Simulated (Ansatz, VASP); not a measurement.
## One calculation of TaN, two programs

The input INCAR:

```
PREC     = Accurate       # precision mode
ENCUT    = 520            # plane-wave cutoff, eV
EDIFF    = 1E-7           # SCF threshold, eV
ISMEAR   = 0              # smearing method
SIGMA    = 0.15           # smearing width, eV
LREAL    = False          # projectors in reciprocal space
LASPH    = True           # aspherical terms in the spheres
NELM     = 60             # most SCF steps
ALGO     = Normal         # electronic algorithm
ISIF     = 2              # what is computed and relaxed
LWAVE    = False          # write WAVECAR
LCHARG   = True           # write CHGCAR
LELF     = True           # ELF
LVHAR    = True         
NBANDS   = 15             # bands
```

File KPOINTS:

```
Automatic mesh
0
Gamma
  18 18 18
```

Contents of POSCAR:

```
TaN
1.0
    0.0000000000      2.2323223663      2.1742693740
    2.2323223663      0.0000000000      2.1742693740
    2.2323223663      2.2323223663      0.0000000000
Ta N
1 1
Direct
    0.4978193580      0.5021806420      0.5021806420
    0.0281703825     -0.0281703825     -0.0281703825
```

Input for Ansatz:

```yaml
crystal:
  lattice:
    - [0.0, 2.2323223663, 2.174269374]
    - [2.2323223663, 0.0, 2.174269374]
    - [2.2323223663, 2.2323223663, 0.0]
  atoms:
    - { symbol: Ta, position: [0.497819358, 0.502180642, 0.502180642] }
    - { symbol: "N", position: [0.0281703825, -0.0281703825, -0.0281703825] }
basis:
  ecutwfc: 520.0
kpoints:
  mp_grid: { grid: [18, 18, 18] }
hamiltonian:
  xc: lda
scf:
  occupations: { method: gaussian, width: 0.15 }
output:
  forces: true
  stress: true
  eigenvalues: true
```

Change from the starting cell: mode 4 frozen in at -0.122 Å, equal normal strain along x and y +0.0267.

Alike in both runs: task single point; functional LDA; k mesh 18 × 18 × 18; occupations gaussian, width 0.15 eV; no spin polarisation.

|  | VASP | Ansatz |
| --- | --- | --- |
| version | VASP 6.6.1 | Ansatz 0.2.0 |
| potentials or method | VASP PAW LDA potentials, release 64 (Ta_pv, N), cutoff 520 eV | scalar-relativistic, plane waves, PAW |
| valence electrons in the cell | 16 | 18 |

|  | VASP | Ansatz | Ansatz less VASP |
| --- | --- | --- | --- |
| gap on the k mesh at the Fermi level (eV) | none | none | - |
| pressure (GPa) | -12.8 | -14.5 | -1.68 |
| traceless stress, the component that is largest in VASP (GPa) | -7.66 | -7.54 | +0.117 |
| rms of the force components (eV/Å) | 0.485 | 0.474 | -0.0109 |

LDA's correlation is that of Perdew and Zunger in VASP and of Perdew and Wang (1992) in Ansatz. Atom by atom the forces differ by 0.011 eV/Å (rms over components). A gap of «none» marks a metal or a gap that the smearing closes. VASP's potentials hold 16 valence electrons a cell and Ansatz's 18, so a difference there can come from the potentials and not from the codes.

Neither program's run includes spin-orbit coupling.
